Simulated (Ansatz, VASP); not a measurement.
# One calculation of Os, two programs

```xyz
1
Lattice="0.0000 1.9742 1.8866 1.9742 0.0000 1.8866 1.9742 1.9742 0.0000" Properties=species:S:1:pos:R:3 pbc="T T T"
Os    0.0000    0.0000    0.0000
```

Change from the starting cell: strain +0.015 along x and y, -0.030 along z, atoms carried along.

Alike in both runs: task single point; functional PBEsol; k mesh 20 × 20 × 20; occupations gaussian, width 0.15 eV; no spin polarisation.

|  | VASP | Ansatz |
| --- | --- | --- |
| version | VASP 6.6.1 | Ansatz 0.2.0 |
| potentials or method | VASP PAW PBE potentials, release 64 (Os), cutoff 520 eV | scalar-relativistic, plane waves, PAW |
| valence electrons in the cell | 8 | 16 |

|  | VASP | Ansatz | Ansatz less VASP |
| --- | --- | --- | --- |
| gap on the k mesh at the Fermi level (eV) | none | none | - |
| pressure (GPa) | -19.5 | -19.5 | +0.01 |
| traceless stress, the component that is largest in VASP (GPa) | 9.68 | 9.72 | +0.043 |

VASP's potentials were made for PBE, not for PBEsol. A gap of «none» marks a metal or a gap that the smearing closes. VASP's potentials hold 8 valence electrons a cell and Ansatz's 16, so a difference there can come from the potentials and not from the codes.

Spin-orbit coupling is off throughout.
